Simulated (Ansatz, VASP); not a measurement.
## Al8N in VASP and in Ansatz

```xyz
9
Lattice="2.8543 0.0000 0.0000 -1.4272 2.4719 0.0000 0.0000 0.0000 33.4761" Properties=species:S:1:pos:R:3 pbc="T T T"
Al    0.0000    1.6479    4.0000
Al    0.0000    0.0000    6.3458
Al    1.4272    0.8240    8.6916
Al    0.0000    0.0000   11.0374
Al    0.0000    1.6479   13.3643
Al    0.0000    0.0000   15.7222
Al    1.4272    0.8240   18.0804
Al    0.0000    0.0000   20.4761
N     0.9514   -0.5493   24.1461
```

Alike in both runs: task single point; functional PBE; k mesh 9 × 9 × 1; occupations gaussian, width 0.1 eV; no spin polarisation.

|  | VASP | Ansatz |
| --- | --- | --- |
| version | VASP 6.6.1 | Ansatz 0.2.0 |
| potentials or method | VASP PAW PBE potentials, release 64 (Al, N), cutoff 520 eV | scalar-relativistic, plane waves, PAW |
| valence electrons in the cell | 29 | 29 |

```csv
,VASP,Ansatz,Ansatz less VASP
gap on the k mesh at the Fermi level (eV),none,none,-
rms of the force components (eV/Å),0.107,0.108,+0.0002
"work function, face that differs most (eV)",7.70,7.69,-0.007
```

Atom by atom the forces differ by 0.000 eV/Å (rms over components). A gap of «none» marks a metal or a gap that the smearing closes. Ansatz's warnings: xc potential rough in thin density.
